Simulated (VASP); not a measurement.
# TiSi (rocksalt type) (Fm-3m) in VASP: a series of runs

The runs below take TiSi (rocksalt type) through single point, relaxation of cell and atoms, with PBEsol.

All numbers are computed with VASP 6.6.1; they aren't measurements. Logs are shortened: lines on timing, memory, paths and dates and some standing lists are left out, and cuts for length are marked.

## Step 1: The cell of the first run

It takes space group Fm-3m (No. 225, cubic). The conventional cell has a = 5.038 Å, b = 5.038 Å, c = 5.038 Å, α = 90.00°, β = 90.00°, γ = 90.00°. Ti (site symmetry m-3m) has 6 Si at 2.52 Å within 3.3 Å. Si (site symmetry m-3m) has 6 Ti at 2.52 Å within 3.3 Å.

## Step 2: Single point, PBEsol

The input, INCAR:

```
ALGO = Normal
EDIFF = 1E-6
ENCUT = 500
GGA = PS
GGA_COMPAT = False
ISIF = 2
ISMEAR = -1
LASPH = True
LCHARG = False
LREAL = False
LWAVE = False
NBANDS = 15
NELM = 120
PREC = Accurate
SIGMA = 0.1
```

The input, KPOINTS:

```
k-points
0
Gamma
  13 13 13
```

The input, POSCAR:

```
TiSi
1.0
    0.0000000000      2.5189516995      2.5189516995
    2.5189516995      0.0000000000      2.5189516995
    2.5189516995      2.5189516995      0.0000000000
Ti Si
1 1
Direct
    0.0000000000      0.0000000000      0.0000000000
    0.5000000000      0.5000000000      0.5000000000
```

Potentials or basis: VASP PAW PBE potentials, release 64 (Ti_sv, Si).

Launch:

```
$ cat potpaw_PBE.64/Ti_sv/POTCAR potpaw_PBE.64/Si/POTCAR > POTCAR
$ mpirun -np 1 vasp_std > vasp.out
```

OUTCAR:

```text
EDIFF = 1E-6
   ENCUT = 500
   GGA = PS
   ISIF = 2
   ISMEAR = -1
   LASPH = True
   LREAL = False
   NELM = 120
   PREC = Accurate

 ion  position               nearest neighbor table
   1  0.000  0.000  0.000-   2 2.52   2 2.52   2 2.52   2 2.52   2 2.52   2 2.52
   2  0.500  0.500  0.500-   1 2.52   1 2.52   1 2.52   1 2.52   1 2.52   1 2.52

  LATTYP: Found a face centered cubic cell.
 ALAT       =     5.0379033990

  Lattice vectors:

 A1 = (   0.0000000000,   2.5189516995,   2.5189516995)
 A2 = (   2.5189516995,   0.0000000000,   2.5189516995)
 A3 = (   2.5189516995,   2.5189516995,   0.0000000000)

Analysis of symmetry for initial positions (statically):
=====================================================================
 Subroutine PRICEL returns:
 Original cell was already a primitive cell.

 Routine SETGRP: Setting up the symmetry group for a
 face centered cubic supercell.

 Subroutine GETGRP returns: Found 48 space group operations
 (whereof 48 operations were pure point group operations)
 out of a pool of 48 trial point group operations.

The static configuration has the point symmetry O_h .

Analysis of symmetry for dynamics (positions and initial velocities):
=====================================================================
 Subroutine PRICEL returns:
 Original cell was already a primitive cell.

 Routine SETGRP: Setting up the symmetry group for a
 face centered cubic supercell.

 Subroutine GETGRP returns: Found 48 space group operations
 (whereof 48 operations were pure point group operations)
 out of a pool of 48 trial point group operations.

The dynamic configuration has the point symmetry O_h .

 Subroutine INISYM returns: Found 48 space group operations
 (whereof 48 operations are pure point group operations),
 and found     1 'primitive' translations

----------------------------------------------------------------------------------------

                                     Primitive cell

  volume of cell :      31.9661

  direct lattice vectors                    reciprocal lattice vectors
     0.000000000  2.518951700  2.518951700    -0.198495271  0.198495271  0.198495271
     2.518951700  0.000000000  2.518951700     0.198495271 -0.198495271  0.198495271
     2.518951700  2.518951700  0.000000000     0.198495271  0.198495271 -0.198495271

  length of vectors
     3.562335656  3.562335656  3.562335656     0.343803894  0.343803894  0.343803894

  position of ions in fractional coordinates (direct lattice)
     0.000000000  0.000000000  0.000000000
     0.500000000  0.500000000  0.500000000

  ion indices of the primitive-cell ions
   primitive index   ion index
                 1           1
                 2           2

----------------------------------------------------------------------------------------

 KPOINTS: k-points

Automatic generation of k-mesh.
 Grid dimensions read from file:
 generate k-points for:   13   13   13

 Generating k-lattice:

  Cartesian coordinates                     Fractional coordinates (reciprocal lattice)
    -0.015268867  0.015268867  0.015268867     0.076923077  0.000000000  0.000000000
     0.015268867 -0.015268867  0.015268867     0.000000000  0.076923077  0.000000000
     0.015268867  0.015268867 -0.015268867     0.000000000  0.000000000  0.076923077

  Length of vectors
     0.026446453  0.026446453  0.026446453

  Shift w.r.t. Gamma in fractional coordinates (k-lattice)
     0.000000000  0.000000000  0.000000000

 Subroutine IBZKPT returns following result:
 ===========================================

 Found     84 irreducible k-points:

 Following reciprocal coordinates:
            Coordinates               Weight
  0.000000  0.000000  0.000000      1.000000
  0.076923  0.000000  0.000000      8.000000
  0.153846  0.000000  0.000000      8.000000
  0.230769  0.000000  0.000000      8.000000
  0.307692  0.000000  0.000000      8.000000
  0.384615  0.000000  0.000000      8.000000
[... 16 lines left out ...]
  0.384615  0.153846  0.000000     24.000000
  0.461538  0.153846  0.000000     24.000000
 [... further k-points ...]
   k-points           NKPTS =     84   k-points in BZ     NKDIM =     84   number of bands    NBANDS=     15
   number of dos      NEDOS =    301   number of ions     NIONS =      2
   total plane-waves  NPLWV =  21952
   dimension x,y,z NGX =    28 NGY =   28 NGZ =   28
   dimension x,y,z NGXF=    56 NGYF=   56 NGZF=   56
   ions per type =               1   1
   NGX,Y,Z   is equivalent  to a cutoff of  13.07, 13.07, 13.07 a.u.
   NGXF,Y,Z  is equivalent  to a cutoff of  26.13, 26.13, 26.13 a.u.
 SYSTEM =  unknown system
   PREC   = accura    normal or accurate (medium, high low for compatibility)
   ISTART =      0    job   : 0-new  1-cont  2-samecut
   ICHARG =      2    charge: 1-file 2-atom 10-const
   ISPIN  =      1    spin polarized calculation?
   LNONCOLLINEAR =      F non collinear calculations
   LSORBIT =      F    spin-orbit coupling
   LASPH  =      T    aspherical Exc in radial PAW
   ENCUT  =  500.0 eV  36.75 Ry    6.06 a.u.   6.49  6.49  6.49*2*pi/ulx,y,z
   NELM   =    120;   NELMIN=  2; NELMDL= -5     # of ELM steps
   EDIFF  = 0.1E-05   stopping-criterion for ELM
   LREAL  =      F    real-space projection
   EDIFFG = 0.1E-04   stopping-criterion for IOM
   NSW    =      0    number of steps for IOM
   IBRION =     -1    ionic relax: 0-MD 1-quasi-New 2-CG
   NFREE  =      0    steps in history (QN), initial steepest desc. (CG)
   ISIF   =      2    stress and relaxation
   ISYM   =      2    0-nonsym 1-usesym 2-fastsym
   POTIM  = 0.5000    time-step for ionic-motion
   TEBEG  =    0.0;   TEEND  =   0.0 temperature during run
   PSTRESS=    0.0 pullay stress
   NELECT =      16.0000    total number of electrons
   NUPDOWN=      -1.0000    fix difference up-down
   EMIN   =  10.00;   EMAX   =-10.00  energy-range for DOS
   EFERMI =   0.00;   METHOD = LEGACY
   ISMEAR =    -1;   SIGMA  =   0.10  broadening in eV -4-tet -1-fermi 0-gaus
   EFERMI_NEDOS =   21; number of points for ismear=-14 and -15
   IALGO  =     38    algorithm
   IMIX   =      4    mixing-type and parameters
     AMIX     =   0.40;   BMIX     =  1.00
     AMIX_MAG =   1.60;   BMIX_MAG =  1.00
  volume/ion in A,a.u.               =      15.98       107.86
  Fermi-wavevector in a.u.,A,eV,Ry     =   1.299825  2.456314 22.987666  1.689546
  Thomas-Fermi vector in A             =   2.431064
   LORBIT       =      0    0 simple, 1 ext, 2 COOP (PROOUT), +10 PAW based schemes
   GGA     = PS    functional components
   LHFCALC =     F    Hartree Fock is set to
   AEXX    =    0.0000 exact exchange contribution
   IVDW    =     0    specifies the selected vdW correction
   LEPSILON=     F    determine dielectric tensor
   LRPA    =     F    only Hartree local field effects (RPA)
 non-spin polarized calculation
  energy-cutoff  :      500.00
  volume of cell :       31.97
 maximum number of plane-waves:       869
 NGX is ok and might be reduce to    28
   NGX = 13   NGY = 13   NGZ = 13

 number of electron      16.0000002 magnetization

 Free energy of the ion-electron system (eV)
  ---------------------------------------------------
  ext. energy  EPLUGINS =         0.00000000
  ---------------------------------------------------
  free energy    TOTEN  =       -15.07024114 eV

  energy without entropy =      -15.04841270  energy(sigma->0) =      -15.05932692

 E-fermi :   8.4816     XC(G=0): -11.3577

 val. band max:        8.4667553143   @ k =   0.0000   0.0000   0.0000
 cond. band min:       8.5406129693   @ k =  -0.4615   0.4615   0.0000
 fundamental gap:      0.0738576550
 Fermi energy:         8.4815514784

 k-point     1 :       0.0000    0.0000    0.0000
  band No.  band energies     occupation
      1     -48.0313      2.00000
      2     -24.3801      2.00000
      3     -24.3801      2.00000
      4     -24.3801      2.00000
      5      -1.8328      2.00000
      6       8.4668      1.07386
      7       8.4668      1.07386
      8       8.4668      1.07385
      9       8.8660      0.04188
     10       8.8660      0.04188
     11      11.9610      0.00000
     12      11.9610      0.00000
     13      11.9610      0.00000
     14      18.4298      0.00000
     15      19.3902      0.00000

 k-point     2 :       0.0769    0.0000    0.0000
  band No.  band energies     occupation
      1     -48.0307      2.00000
      2     -24.3867      2.00000
      3     -24.3810      2.00000
      4     -24.3810      2.00000
      5      -1.7259      2.00000
      6       8.2549      1.81205
      7       8.4466      1.17315
      8       8.4466      1.17314
      9       8.7455      0.13332
     10       8.7455      0.13332
     11      11.7636      0.00000
     12      12.2579      0.00000
     13      12.2579      0.00000
     14      18.1734      0.00000
     15      19.6331      0.00000

 k-point     3 :       0.1538    0.0000    0.0000
  band No.  band energies     occupation
      1     -48.0290      2.00000
      2     -24.4050      2.00000
      3     -24.3833      2.00000
      4     -24.3833      2.00000
      5      -1.4098      2.00000
      6       7.6314      1.99959
      7       8.0842      1.96309
      8       8.0842      1.96309
      9       8.8571      0.04572
     10       8.8571      0.04572
     11      11.3781      0.00000
     12      12.9563      0.00000
     13      12.9563      0.00000
     14      17.4544      0.00000
     15      19.6216      0.00000
[... 343 lines left out ...]
 k-point    23 :       0.3846    0.1538    0.0000
  band No.  band energies     occupation
      1     -48.0220      2.00000
      2     -24.4636      2.00000
      3     -24.4013      2.00000
      4     -24.3999      2.00000
      5       0.2849      2.00000
      6       5.2296      2.00000
      7       6.6397      2.00000
      8       7.3805      1.99997
      9       9.2676      0.00077
     10      10.0120      0.00000
     11      11.1546      0.00000
     12      13.0098      0.00000
     13      14.4645      0.00000
     14      16.2027      0.00000
     15      17.0401      0.00000

 k-point    24 :       0.4615    0.1538    0.0000
  band No.  band energies     occupation
      1     -48.0203      2.00000
      2     -24.4790      2.00000
      3     -24.4066      2.00000
      4     -24.4008      2.00000
      5       1.0105      2.00000
      6       4.3191      2.00000
      7       6.4181      2.00000
      8       7.0829      2.00000
      9       9.6958      0.00001
     10      10.2864      0.00000
     11      10.9922      0.00000
     12      13.4254      0.00000
     13      13.9888      0.00000
     14      15.5766      0.00000
     15      17.4997      0.00000

 [... further k-points ...]

------------------------ aborting loop because EDIFF is reached ----------------------------------------

  FORCE on cell =-STRESS in cart. coord.  units (eV):
  Direction    XX          YY          ZZ          XY          YZ          ZX
  --------------------------------------------------------------------------------------
  -------------------------------------------------------------------------------------
  Total        0.0219366      0.0219366      0.0219366     -0.0000000      0.0000000     -0.0000000
  in kB        1.0994894      1.0994894      1.0994894     -0.0000000      0.0000000     -0.0000000
  external PRESSURE =       1.0994894 kB  Pullay stress =       0.0000000 kB

 VOLUME and BASIS-vectors are now :
 -----------------------------------------------------------------------------
  energy-cutoff  :      500.00
  volume of cell :       31.97
      direct lattice vectors                 reciprocal lattice vectors
     0.000000000  2.518951700  2.518951700    -0.198495271  0.198495271  0.198495271
     2.518951700  0.000000000  2.518951700     0.198495271 -0.198495271  0.198495271
     2.518951700  2.518951700  0.000000000     0.198495271  0.198495271 -0.198495271

 POSITION                                       TOTAL-FORCE (eV/Angst)
 -----------------------------------------------------------------------------------
      0.00000      0.00000      0.00000        -0.000000      0.000000      0.000000
      2.51895      2.51895      2.51895         0.000000     -0.000000     -0.000000
 -----------------------------------------------------------------------------------
    total drift:                               -0.000000      0.000000      0.000000

  FREE ENERGIE OF THE ION-ELECTRON SYSTEM (eV)
  ---------------------------------------------------
  free  energy   TOTEN  =       -15.0702411390 eV

  energy  without entropy=      -15.0484127008  energy(sigma->0) =      -15.05932692
```

Wall time 35 s (1 thread of AMD EPYC 9R45 (Zen 5), shared host); peak memory 0.15 GiB.

What came out:

| Property | Result |
| --- | --- |
| Free energy | -15.0702 eV |
| Pressure | 0.1 GPa |
| Band gap on the k mesh | zero (band 8 reaches 8.90 eV, above the bottom of band 9 at 8.35 eV) |

Levels at points of the mesh, in eV from the Fermi level:
```
           k point  band 6  band 7  band 8  band 9  band 10  band 11
(0.00, 0.00, 0.00)   -0.01   -0.01   -0.01    0.38     0.38     3.48
```

Caveat: the PAW data sets were made with another functional, which shifts forces and pressure a little.

## Step 3: Single point, PBEsol (volume scaled by 0.804, to set the pressure)

The input, INCAR:

```
SYSTEM = TiSi
PREC = Accurate
ENCUT = 500
EDIFF = 1E-6
ISMEAR = -1
SIGMA = 0.1
LREAL = .FALSE.
LASPH = .TRUE.
NELM = 120
ALGO = Normal
ISIF = 2
LWAVE = .FALSE.
LCHARG = .FALSE.
GGA = PS
NBANDS = 15
GGA_COMPAT = .FALSE.
```

The input, KPOINTS:

```
regular mesh
0
G
  14 14 14
  0 0 0
```

The input, POSCAR:

```
TiSi
1.0
    0.0000000000      2.3422784513      2.3422784513
    2.3422784513      0.0000000000      2.3422784513
    2.3422784513      2.3422784513      0.0000000000
Ti Si
1 1
Direct
    0.0000000000      0.0000000000      0.0000000000
    0.5000000000      0.5000000000      0.5000000000
```

Potentials or basis: VASP PAW PBE potentials, release 64 (Ti_sv, Si).

Launch:

```
$ cat potpaw_PBE.64/Ti_sv/POTCAR potpaw_PBE.64/Si/POTCAR > POTCAR
$ mpirun -np 1 vasp_std > vasp.out
```

OUTCAR:

```text
SYSTEM = TiSi
   PREC = Accurate
   ENCUT = 500
   EDIFF = 1E-6
   ISMEAR = -1
   LREAL = .FALSE.
   LASPH = .TRUE.
   NELM = 120
   ISIF = 2
   GGA = PS

 ion  position               nearest neighbor table
   1  0.000  0.000  0.000-   2 2.34   2 2.34   2 2.34   2 2.34   2 2.34   2 2.34
   2  0.500  0.500  0.500-   1 2.34   1 2.34   1 2.34   1 2.34   1 2.34   1 2.34

  LATTYP: Found a face centered cubic cell.
 ALAT       =     4.6845569026

  Lattice vectors:

 A1 = (   0.0000000000,   2.3422784513,   2.3422784513)
 A2 = (   2.3422784513,   0.0000000000,   2.3422784513)
 A3 = (   2.3422784513,   2.3422784513,   0.0000000000)

Analysis of symmetry for initial positions (statically):
=====================================================================
 Subroutine PRICEL returns:
 Original cell was already a primitive cell.

 Routine SETGRP: Setting up the symmetry group for a
 face centered cubic supercell.

 Subroutine GETGRP returns: Found 48 space group operations
 (whereof 48 operations were pure point group operations)
 out of a pool of 48 trial point group operations.

The static configuration has the point symmetry O_h .

[... 173 lines left out ...]
      6      10.8544      1.82810
      7      10.8544      1.82810
      8      10.8545      1.82810
      9      11.5058      0.03107
     10      11.5058      0.03107
     11      15.6796      0.00000
     12      15.6796      0.00000
     13      15.6796      0.00000
     14      21.4786      0.00000
[... 401 lines left out ...]
      2     -21.3042      2.00000
      3     -21.2004      2.00000
      4     -21.1972      2.00000
      5       1.3219      2.00000
      6       8.6509      2.00000
      7       9.3584      2.00000
      8      10.3213      1.99909
      9      11.4413      0.05837
     10      12.3287      0.00001
     11      15.2851      0.00000
     12      16.6634      0.00000
     13      18.6050      0.00000
     14      20.9837      0.00000
     15      21.7869      0.00000

 [... further k-points ...]

------------------------ aborting loop because EDIFF is reached ----------------------------------------

  FORCE on cell =-STRESS in cart. coord.  units (eV):
  Direction    XX          YY          ZZ          XY          YZ          ZX
  --------------------------------------------------------------------------------------
  -------------------------------------------------------------------------------------
  Total        6.4668394      6.4668394      6.4668394     -0.0000000      0.0000000     -0.0000000
  in kB      403.1411143    403.1411143    403.1411143     -0.0000000      0.0000000     -0.0000000
  external PRESSURE =     403.1411143 kB  Pullay stress =       0.0000000 kB

 VOLUME and BASIS-vectors are now :
 -----------------------------------------------------------------------------
  energy-cutoff  :      500.00
  volume of cell :       25.70
      direct lattice vectors                 reciprocal lattice vectors
     0.000000000  2.342278451  2.342278451    -0.213467361  0.213467361  0.213467361
     2.342278451  0.000000000  2.342278451     0.213467361 -0.213467361  0.213467361
     2.342278451  2.342278451  0.000000000     0.213467361  0.213467361 -0.213467361

 POSITION                                       TOTAL-FORCE (eV/Angst)
 -----------------------------------------------------------------------------------
      0.00000      0.00000      0.00000        -0.000000     -0.000000     -0.000000
      2.34228      2.34228      2.34228         0.000000      0.000000      0.000000
 -----------------------------------------------------------------------------------
    total drift:                                0.000000     -0.000000     -0.000000

  FREE ENERGIE OF THE ION-ELECTRON SYSTEM (eV)
  ---------------------------------------------------
  free  energy   TOTEN  =       -14.4017141507 eV

  energy  without entropy=      -14.3839721952  energy(sigma->0) =      -14.39284317
```

Run time: 18 s. Hardware: 1 thread of AMD EPYC 9R45 (Zen 5), shared host; peak memory 0.13 GiB.

Results:

```yaml
Free_energy: -14.4017 eV
Pressure: 40.3 GPa
Band_gap_on_the_k_mesh: zero (band 8 reaches 12.08 eV, above the bottom of band 9 at 10.85 eV)
```

Caveat: the cell differs from its parent crystal (volume scaled by 0.804, to set the pressure); the PAW data sets were made with another functional, which shifts forces and pressure a little.

[end of part 1 of 2]
